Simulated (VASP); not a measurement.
Input of a VASP 6.6.1 run:

The input INCAR:

```
SYSTEM = Lu7Pd8Pb4
PREC = Accurate
ENCUT = 520
EDIFF = 1E-7
ISMEAR = 0
SIGMA = 0.1
LREAL = Auto
LASPH = .True.
NELM = 60
ALGO = Normal
ISIF = 2
LWAVE = .False.
LCHARG = .False.
GGA = PS
NBANDS = 170
```

KPOINTS

```
Automatic mesh
0
Gamma
  2 2 2
  0 0 0
```

File POSCAR:

```
Lu7Pd8Pb4
1.0
    7.5970045000      0.0000000000      0.0000000000
    0.0000000000      7.5970045000      0.0000000000
    0.0000000000      0.0000000000      7.0309570600
Pd Lu Pb
8 7 4
Direct
    0.3551219431      0.8599709267     -0.0359188654
    0.1279708338      0.3755139279     -0.0013272731
    0.6181387677      0.1192455526      0.0248010333
    0.8756036672      0.6329393381     -0.0046480159
    0.3551304991      0.8599611860      0.5383508913
    0.1279612247      0.3755211676      0.5037601524
    0.6181527206      0.1192383129      0.4776307082
    0.8755944531      0.6329409177      0.5070764861
    0.1743855753      0.6754834751      0.2512164397
    0.3123918118      0.1575660512      0.2512283868
    0.8335539356      0.3402758285      0.2512120306
    0.6554206990      0.8116986109      0.2512070526
    0.3396534779      0.1790363557      0.7512029948
    0.8192165741      0.3248045990      0.7512182132
    0.6714289823      0.8402323574      0.7512234757
   -0.0025061194     -0.0011740154     -0.0170136155
    0.4955351810      0.4997935700     -0.0089972104
   -0.0025101999     -0.0011788857      0.5194477749
    0.4955391299      0.4997967291      0.5114261073
```

Potentials or basis: VASP PAW PBE potentials, release 64 (Pd, Lu, Pb_d).

Launch:

```bash
$ cat potpaw_PBE.64/Pd/POTCAR potpaw_PBE.64/Lu/POTCAR potpaw_PBE.64/Pb_d/POTCAR > POTCAR
$ mpirun -np 1 vasp_std > vasp.out
```

(1) What does it give for the band gap on the k mesh?

(2) Estimate the pressure.

(3) Predict the largest force.

Results:

(1) zero (an odd number of electrons rules out a gap without spin polarisation).

(2) -0.6 GPa.

(3) 0.017 eV/Å.

Caveat: the k points lie up to 0.45 Å⁻¹ apart, too coarse for converged energies and pressures of a metal; the PAW data sets were made with another functional, which shifts forces and pressure a little; spin-orbit coupling is left out, which moves the levels of the heavy elements.
